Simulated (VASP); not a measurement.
Set up this calculation in VASP 6.6.1, as the native input.

| Property | Result |
| --- | --- |
| Task | single point |
| Functional | PBEsol |
| Potentials or basis | VASP PAW PBE potentials, release 64 (Si, Sn_d, O) |
| Cutoff | 520 eV |
| k mesh | 6 × 6 × 8 |
| Occupations | fermi-dirac, width 0.02 eV |
| Spin | no spin polarisation |
| Dipole correction | no |
| Further INCAR settings | ALGO = Normal; EDIFF = 1e-06; NBANDS = 30 |

The structure of SiSnO4 lies in POSCAR:

```
SiSnO4
1.0
    3.1354751029     -3.2164784507      0.0000000000
    3.1354751029      3.2164784507      0.0000000000
    0.0000000000      0.0000000000      2.9527343953
Si Sn O
1 1 4
Direct
    0.5000000000      0.5000000000      0.5000000000
    0.0000000000      0.0000000000      0.0000000000
    0.2193016689      0.2193016689      0.5000000000
    0.7806983311      0.7806983311      0.5000000000
    0.6770589187      0.3229410813      0.0000000000
    0.3229410813      0.6770589187      0.0000000000
```

These files were run (other wordings do the same):

INCAR

```
PREC = Accurate ; ENCUT = 520
EDIFF = 1E-6 ; ISMEAR = -1
SIGMA = 0.02 ; LREAL = F
LASPH = T ; NELM = 60
ALGO = Normal ; ISIF = 2
LWAVE = F ; LCHARG = T
GGA = PS ; LELF = T
LVHAR = T ; NBANDS = 30
```

KPOINTS

```
Automatic mesh
0
Gamma
  6 6 8
```

Potentials or basis: VASP PAW PBE potentials, release 64 (Si, Sn_d, O).

The run is started by

```bash
$ cat potpaw_PBE.64/Si/POTCAR potpaw_PBE.64/Sn_d/POTCAR potpaw_PBE.64/O/POTCAR > POTCAR
$ mpirun -np 1 vasp_std > vasp.out
```

Results of the run:

* Pressure: 0.7 GPa
* Largest force: 0.030 eV/Å
* Band gap on the k mesh: 2.11 eV

Caveat: the PAW data sets were made with another functional, which shifts forces and pressure a little; spin-orbit coupling is left out, which moves the levels of the heavy elements.

It took 74 s on 1 thread of Intel(R) Xeon(R) Platinum 8259CL CPU @ 2.50GHz (Skylake/Cascade Lake) (shared host), peak memory 0.24 GiB.
